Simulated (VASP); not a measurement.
# GaP (I4mm) in VASP: single point with PBE

Aim: the single point of GaP with PBE.

All numbers are computed with VASP 6.6.1; they aren't measurements. Logs are shortened: lines on timing, memory, paths and dates and some standing lists are left out, and cuts for length are marked.

### Step 1. The cell of the first run

The structure is tetragonal, space group I4mm (No. 107). Conventional cell: a = 3.460 Å, b = 3.460 Å, c = 6.158 Å, α = 90.00°, β = 90.00°, γ = 90.00°. Within 3.2 Å of Ga (site symmetry 4mm) lie 5 P at 2.40 to 2.54 Å. Within 3.2 Å of P (site symmetry 4mm) lie 5 Ga at 2.40 to 2.54 Å.

The cell was built from a structure type or drawn by symmetry, and may not be a known phase.

### Step 2. Single point, PBE

Contents of INCAR:

```
SYSTEM = GaP
PREC = Accurate ; ENCUT = 520
EDIFF = 1E-6 ; ISMEAR = 0
SIGMA = 0.1 ; LREAL = .False.
LASPH = .True. ; NELM = 80
ALGO = Normal ; ISIF = 2
LWAVE = .False. ; LCHARG = .False.
GGA = PE ; NBANDS = 16
```

Contents of KPOINTS:

```
regular mesh
0
Gamma
  22 22 22
  0 0 0
```

Contents of POSCAR:

```
GaP
1.0
   -1.7298976856      1.7298976856      3.0791074534
    1.7298976856     -1.7298976856      3.0791074534
    1.7298976856      1.7298976856     -3.0791074534
Ga P
1 1
Direct
    0.7381617546      0.7381617546      0.0000000000
    0.1278384616      0.1278384616      0.0000000000
```

Potentials or basis: VASP PAW PBE potentials, release 64 (Ga_d, P).

Run with:

```bash
cat potpaw_PBE.64/Ga_d/POTCAR potpaw_PBE.64/P/POTCAR > POTCAR
mpirun -np 1 vasp_std > vasp.out
```

OUTCAR:

```text
SYSTEM = GaP
   PREC = Accurate
   ENCUT = 520
   EDIFF = 1E-6
   ISMEAR = 0
   LREAL = .False.
   LASPH = .True.
   NELM = 80
   ISIF = 2
   GGA = PE

 ion  position               nearest neighbor table
   1  0.738  0.738  0.000-   2 2.40   2 2.54   2 2.54   2 2.54   2 2.54
   2  0.128  0.128  0.000-   1 2.40   1 2.54   1 2.54   1 2.54   1 2.54

  LATTYP: Found a body centered tetragonal cell.
 ALAT       =     3.4597953712
 C/A-ratio  =     1.7799361656

  Lattice vectors:

 A1 = (  -1.7298976856,   1.7298976856,   3.0791074534)
 A2 = (   1.7298976856,  -1.7298976856,   3.0791074534)
 A3 = (   1.7298976856,   1.7298976856,  -3.0791074534)

Analysis of symmetry for initial positions (statically):
=====================================================================
 Subroutine PRICEL returns:
 Original cell was already a primitive cell.

 Routine SETGRP: Setting up the symmetry group for a
 body centered tetragonal supercell.

 Subroutine GETGRP returns: Found  8 space group operations
 (whereof  8 operations were pure point group operations)
 out of a pool of 16 trial point group operations.

The static configuration has the point symmetry C_4v.

Analysis of symmetry for dynamics (positions and initial velocities):
=====================================================================
 Subroutine PRICEL returns:
 Original cell was already a primitive cell.

 Routine SETGRP: Setting up the symmetry group for a
 body centered tetragonal supercell.

 Subroutine GETGRP returns: Found  8 space group operations
 (whereof  8 operations were pure point group operations)
 out of a pool of 16 trial point group operations.

The dynamic configuration has the point symmetry C_4v.

 Subroutine INISYM returns: Found  8 space group operations
 (whereof  8 operations are pure point group operations),
 and found     1 'primitive' translations

----------------------------------------------------------------------------------------

                                     Primitive cell

  volume of cell :      36.8575

  direct lattice vectors                    reciprocal lattice vectors
    -1.729897686  1.729897686  3.079107453     0.000000000  0.289034435  0.162384719
     1.729897686 -1.729897686  3.079107453     0.289034435  0.000000000  0.162384719
     1.729897686  1.729897686 -3.079107453     0.289034435  0.289034435  0.000000000

  length of vectors
     3.932682890  3.932682890  3.932682890     0.331526321  0.331526321  0.408756418

  position of ions in fractional coordinates (direct lattice)
     0.738161755  0.738161755  0.000000000
[... 81 lines left out ...]
   NSW    =      0    number of steps for IOM
   IBRION =     -1    ionic relax: 0-MD 1-quasi-New 2-CG
   NFREE  =      0    steps in history (QN), initial steepest desc. (CG)
   ISIF   =      2    stress and relaxation
   ISYM   =      2    0-nonsym 1-usesym 2-fastsym
   POTIM  = 0.5000    time-step for ionic-motion
   TEBEG  =    0.0;   TEEND  =   0.0 temperature during run
   PSTRESS=    0.0 pullay stress
   NELECT =      18.0000    total number of electrons
   NUPDOWN=      -1.0000    fix difference up-down
   EMIN   =  10.00;   EMAX   =-10.00  energy-range for DOS
   EFERMI =   0.00;   METHOD = LEGACY
   ISMEAR =     0;   SIGMA  =   0.10  broadening in eV -4-tet -1-fermi 0-gaus
   EFERMI_NEDOS =   21; number of points for ismear=-14 and -15
   IALGO  =     38    algorithm
   IMIX   =      4    mixing-type and parameters
     AMIX     =   0.40;   BMIX     =  1.00
     AMIX_MAG =   1.60;   BMIX_MAG =  1.00
  volume/ion in A,a.u.               =      18.43       124.36
  Fermi-wavevector in a.u.,A,eV,Ry     =   1.289210  2.436254 22.613744  1.662063
  Thomas-Fermi vector in A             =   2.421117
   LORBIT       =      0    0 simple, 1 ext, 2 COOP (PROOUT), +10 PAW based schemes
   GGA     = PE    functional components
   LHFCALC =     F    Hartree Fock is set to
   AEXX    =    0.0000 exact exchange contribution
   IVDW    =     0    specifies the selected vdW correction
   LEPSILON=     F    determine dielectric tensor
   LRPA    =     F    only Hartree local field effects (RPA)
 non-spin polarized calculation
 Gauss-broadening in eV      SIGMA  =   0.10
  energy-cutoff  :      520.00
  volume of cell :       36.86
 maximum number of plane-waves:      1031
 NGX is ok and might be reduce to    30
   NGX = 15   NGY = 15   NGZ = 15

 number of electron      18.0000000 magnetization

 Free energy of the ion-electron system (eV)
  ---------------------------------------------------
  ext. energy  EPLUGINS =         0.00000000
  ---------------------------------------------------
  free energy    TOTEN  =        -8.44501516 eV

  energy without entropy =       -8.44081753  energy(sigma->0) =       -8.44291634

 E-fermi :   5.6942     XC(G=0): -10.5193

 val. band max:        5.6933625321   @ k =   0.4545   0.2273   0.1364
 cond. band min:       5.6948039637   @ k =  -0.1818   0.2273   0.0909
 fundamental gap:      0.0014414316
 Fermi energy:         5.6941822719

 k-point     1 :       0.0000    0.0000    0.0000
  band No.  band energies     occupation
      1      -9.0177      2.00000
      2      -8.9904      2.00000
      3      -8.9574      2.00000
      4      -8.9430      2.00000
      5      -8.9430      2.00000
      6      -7.2181      2.00000
[... 433 lines left out ...]
      3      -8.9768      2.00000
      4      -8.9191      2.00000
      5      -8.9135      2.00000
      6      -4.8182      2.00000
[... 8 lines left out ...]
     15      17.3315      0.00000
     16      18.4199      0.00000

 [... further k-points ...]

------------------------ aborting loop because EDIFF is reached ----------------------------------------

  FORCE on cell =-STRESS in cart. coord.  units (eV):
  Direction    XX          YY          ZZ          XY          YZ          ZX
  --------------------------------------------------------------------------------------
  -------------------------------------------------------------------------------------
  Total        0.0106492      0.0106492     -0.0032017      0.0000000     -0.0000000      0.0000000
  in kB        0.4629167      0.4629167     -0.1391775      0.0000000     -0.0000000      0.0000000
  external PRESSURE =       0.2622186 kB  Pullay stress =       0.0000000 kB

 VOLUME and BASIS-vectors are now :
 -----------------------------------------------------------------------------
  energy-cutoff  :      520.00
  volume of cell :       36.86
      direct lattice vectors                 reciprocal lattice vectors
    -1.729897686  1.729897686  3.079107453     0.000000000  0.289034435  0.162384719
     1.729897686 -1.729897686  3.079107453     0.289034435  0.000000000  0.162384719
     1.729897686  1.729897686 -3.079107453     0.289034435  0.289034435  0.000000000

 POSITION                                       TOTAL-FORCE (eV/Angst)
 -----------------------------------------------------------------------------------
      0.00000      0.00000      4.54576        -0.000000     -0.000000      0.003373
      0.00000      0.00000      0.78726         0.000000      0.000000     -0.003373
 -----------------------------------------------------------------------------------
    total drift:                               -0.000004     -0.000004      0.000030

  FREE ENERGIE OF THE ION-ELECTRON SYSTEM (eV)
  ---------------------------------------------------
  free  energy   TOTEN  =        -8.4450151561 eV

  energy  without entropy=       -8.4408175335  energy(sigma->0) =       -8.44291634
```

OSZICAR:

```text
N       E                     dE             d eps       ncg     rms          rms(c)
DAV:   1     0.802790031397E+02    0.80279E+02   -0.85603E+03 26832   0.168E+03
DAV:   2    -0.264185947668E+01   -0.82921E+02   -0.79543E+02 30768   0.322E+02
DAV:   3    -0.855447755718E+01   -0.59126E+01   -0.58770E+01 33144   0.639E+01
DAV:   4    -0.864222483837E+01   -0.87747E-01   -0.87723E-01 33240   0.839E+00
DAV:   5    -0.864388350444E+01   -0.16587E-02   -0.16586E-02 34656   0.106E+00    0.382E+00
DAV:   6    -0.845625358805E+01    0.18763E+00   -0.31915E-01 39776   0.101E+01    0.240E+00
DAV:   7    -0.844554874524E+01    0.10705E-01   -0.50861E-02 35448   0.151E+00    0.105E+00
DAV:   8    -0.844498282308E+01    0.56592E-03   -0.64513E-03 33944   0.105E+00    0.105E-01
DAV:   9    -0.844499101573E+01   -0.81927E-05   -0.66660E-04 36168   0.444E-01    0.753E-02
DAV:  10    -0.844500197352E+01   -0.10958E-04   -0.53547E-05 33840   0.627E-02    0.349E-02
DAV:  11    -0.844501506883E+01   -0.13095E-04   -0.16223E-05 35112   0.426E-02    0.562E-03
DAV:  12    -0.844501515611E+01   -0.87276E-07   -0.11665E-06 23864   0.919E-03
   1 F= -.84450152E+01 E0= -.84429163E+01  d E =-.419762E-02
```

Run time: 7.5 min. Hardware: 1 thread of Intel Xeon Platinum 8259CL at 2.50GHz (Skylake/Cascade Lake), shared host; peak memory 0.57 GiB.

What came out:

```
Free energy            : -8.4450 eV
Pressure               : 0.0 GPa
Largest force          : 0.003 eV/Å
Band gap on the k mesh : zero (bands 9 and 10 overlap by 2.41 eV)
```

Forces in eV/Å, atoms in the order of the input:
```
Ga   0.000  0.000  0.003
P    0.000  0.000 -0.003
```

Levels at points of the mesh, in eV from the Fermi level:
```tsv
k point	band 6	band 7	band 8	band 9	band 10	band 11	band 12	band 13
(0.00, 0.00, 0.00)	-12.91	-0.19	-0.11	-0.11	1.13	4.06	6.16	6.16
(0.50, 0.00, 0.00)	-10.36	-7.47	-1.88	0.74	1.72	4.30	4.84	6.04
(0.50, 0.50, 0.00)	-8.91	-5.32	-3.84	-3.50	-1.41	2.27	7.82	9.97
(0.50, 0.50, 0.50)	-10.70	-6.84	-1.59	-1.59	0.06	4.26	10.23	11.23
```
